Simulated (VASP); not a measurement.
Ir: single point with PBE

Ir:

```
Ir
1.0
     0.00000    1.87649    2.18987
     1.87649    0.00000    2.18987
     1.87649    1.87649    0.00000
Ir
1
Direct
  0.00000 0.00000 0.00000
```

* Program: VASP 6.6.1
* Task: single point
* Functional: PBE
* Potentials or basis: VASP PAW PBE potentials, release 64 (Ir)
* Cutoff: 520 eV
* k mesh: 22 × 22 × 22
* Occupations: gaussian, width 0.15 eV
* Spin: no spin polarisation
* Dipole correction: no
* Further INCAR settings: ALGO = Normal; EDIFF = 1e-06; NBANDS = 10

```json
{
 "Pressure": "-12.7 GPa",
 "Band gap on the k mesh": "zero (an odd number of electrons rules out a gap without spin polarisation)"
}
```

Stress tensor (GPa, compression positive):
```
  1.25   0.00   0.00
  0.00   1.25   0.00
  0.00   0.00 -40.63
```

Levels at points of the mesh, in eV from the Fermi level:
| k point | band 1 | band 2 | band 3 | band 4 | band 5 | band 6 | band 7 | band 8 | band 9 |
| --- | --- | --- | --- | --- | --- | --- | --- | --- | --- |
| (0.00, 0.00, 0.00) | -10.17 | -4.56 | -2.56 | -2.56 | -2.39 | 0.11 | 14.88 | 17.07 | 20.98 |
| (0.50, 0.00, 0.00) | -7.15 | -4.31 | -2.51 | -0.42 | 0.43 | 1.08 | 6.72 | 13.33 | 18.64 |
| (0.50, 0.50, 0.00) | -7.14 | -6.43 | -0.02 | 1.03 | 1.14 | 1.14 | 6.94 | 13.28 | 13.28 |
| (0.50, 0.00, 0.50) | -6.89 | -6.26 | 0.26 | 0.41 | 2.32 | 2.86 | 10.10 | 10.95 | 11.22 |

It took 100 s on 1 thread of Intel Xeon 8259CL, with other jobs on the host, peak memory 0.25 GiB.

Caveat: the stress differs along the axes, from -41 to 1 GPa; spin-orbit coupling is left out, which moves the levels of the heavy elements.
